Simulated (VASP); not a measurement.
Wanted: the native input for a VASP 6.6.1 run.

- Task: single point
- Functional: PBE
- Potentials or basis: VASP PAW PBE potentials, release 64 (H)
- Cutoff: 520 eV
- k mesh: 11 × 11 × 11
- Occupations: fermi-dirac, width 0.05 eV
- Spin: no spin polarisation
- Dipole correction: no
- Further INCAR settings: ALGO = Normal; EDIFF = 1e-06; NBANDS = 8

The structure of H lies in POSCAR:

```
H
1.0
   -1.0867070908      1.0867070908      1.5438215560
    1.0867070908     -1.0867070908      1.5438215560
    1.0867070908      1.0867070908     -1.5438215560
H
2
Direct
    0.1195466002      0.1195466002      0.0000000000
    0.8804533998      0.8804533998      0.0000000000
```

These files were run (other wordings do the same):

INCAR

```
PREC = Accurate
ENCUT = 520
EDIFF = 1E-6
ISMEAR = -1
SIGMA = 0.05
LREAL = F
LASPH = T
NELM = 100
ALGO = Normal
ISIF = 2
LWAVE = F
LCHARG = T
GGA = PE
LELF = T
LVHAR = T
NBANDS = 8
```

KPOINTS

```
regular mesh
0
Gamma
  11 11 11
```

Potentials or basis: VASP PAW PBE potentials, release 64 (H).

Run with:

```bash
$ cat potpaw_PBE.64/H/POTCAR > POTCAR
$ mpirun -np 1 vasp_std > vasp.out
```

It gave:

```json
{"Pressure": "29.2 GPa", "Largest force": "0.012 eV/Å", "Band gap on the k mesh": "5.67 eV, indirect (least direct gap 5.99 eV)"}
```

Wall time 3.3 s on 1 thread of Intel(R) Xeon(R) Platinum 8259CL CPU @ 2.50GHz (Skylake/Cascade Lake), on a shared host, peak memory 0.11 GiB.
